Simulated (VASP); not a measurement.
Set up this calculation in VASP 6.6.1, as the native input.

```
Task                   : single point
Functional             : PBE
Dispersion             : D3(BJ)
Potentials or basis    : VASP PAW PBE potentials, release 64 (Si, Ni, Cl)
Cutoff                 : 520 eV
k mesh                 : 9 × 9 × 1
Occupations            : gaussian, width 0.1 eV
Spin                   : no spin polarisation
Dipole correction      : yes
Further INCAR settings : ALGO = Fast; EDIFF = 1e-06; NBANDS = 30
```

The structure of Si4Ni2Cl lies in POSCAR:

```
Si4Ni2Cl
1.0
    3.8050033461      0.0000000000      0.0000000000
   -1.9025016731      3.2952295592      0.0000000000
    0.0000000000      0.0000000000     21.9577178808
Si Ni Cl
4 2 1
Direct
    0.0000000000      0.0000000000      0.1821682937
    0.3333333333      0.6666666667      0.2529127180
    0.6666666667      0.3333333333      0.3239192411
    0.0000000000      0.0000000000      0.3897362161
    0.6666666667      0.3333333333      0.2175405058
    0.3333333333      0.6666666667      0.3579573807
    0.0000000000      0.5000000000      0.5309166437
```

One way to write it, as run:

INCAR

```
SYSTEM = Si4Ni2Cl
ALGO = Fast ; DIPOL = 0.5 0.5 0.322
EDIFF = 1E-6 ; ENCUT = 520
GGA = PE ; IDIPOL = 3
ISIF = 2 ; ISMEAR = 0
IVDW = 12 ; LASPH = .True.
LCHARG = .True. ; LDIPOL = .True.
LELF = .True. ; LREAL = .False.
LVACPOTAV = .True. ; LVHAR = .True.
LWAVE = .False. ; NBANDS = 30
NELM = 80 ; PREC = Accurate
SIGMA = 0.1
```

KPOINTS

```
k-points
0
Gamma
  9 9 1
  0 0 0
```

Potentials or basis: VASP PAW PBE potentials, release 64 (Si, Ni, Cl).

The run is started by

```bash
$ cat potpaw_PBE.64/Si/POTCAR potpaw_PBE.64/Ni/POTCAR potpaw_PBE.64/Cl/POTCAR > POTCAR
$ mpirun -np 1 vasp_std > vasp.out
```

It gave:

```
Largest force              : 0.977 eV/Å
Band gap on the k mesh     : zero (an odd number of electrons rules out a gap without spin polarisation)
Dispersion energy per atom : -0.287 eV
```

Caveat: an odd number of electrons without spin polarisation forces a metal; a magnetic or distorted state may lie lower.

It took 9.5 min on 1 thread of Oxide Virtual Turin-like Processor (shared host), peak memory 0.44 GiB.
